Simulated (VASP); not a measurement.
A run of VASP 6.6.1:

The input INCAR:

```
  PREC = Accurate
  ENCUT = 520
  EDIFF = 1E-7
  ISMEAR = 0
  SIGMA = 0.1
  LREAL = F
  LASPH = T
  NELM = 60
  ALGO = Normal
  ISIF = 2
  LWAVE = F
  LCHARG = T
  LDIPOL = T
  IDIPOL = 3
  DIPOL = 0.5 0.5 0.316
  GGA = PE
  IVDW = 12
  LELF = T
  LVHAR = T
  LVACPOTAV = T
  NBANDS = 53
```

KPOINTS

```
Automatic mesh
0
Gamma
  6 6 1
```

POSCAR

```
SiW6
1.0
    4.4682526324      0.0000000000      0.0000000000
   -2.2341263162      3.8696202902      0.0000000000
    0.0000000000      0.0000000000     21.7259061349
W Si
6 1
Direct
    0.6666666667      0.3333333333      0.1841119986
    0.3333333333      0.6666666667      0.2260931360
    0.0000000000      0.0000000000      0.2680742733
    0.6666666667      0.3333333333      0.3070897866
    0.3333333333      0.6666666667      0.3466976876
    0.0000000000      0.0000000000      0.3832248047
    0.2222222222      0.4444444444      0.4982948038
```

Potentials or basis: VASP PAW PBE potentials, release 64 (W_sv, Si).

Command:

```bash
$ cat potpaw_PBE.64/W_sv/POTCAR potpaw_PBE.64/Si/POTCAR > POTCAR
$ mpirun -np 1 vasp_std > vasp.out
```

Hardware: 1 thread of Intel(R) Xeon(R) 6975P-C (Granite Rapids), on a shared host.

Q: How long does it take, and how much memory?

A: Run time: 6.4 min on 1 thread of Intel(R) Xeon(R) 6975P-C (Granite Rapids), with other jobs on the host, peak memory 0.59 GiB. Counts: scf iterations 31, k points 13.
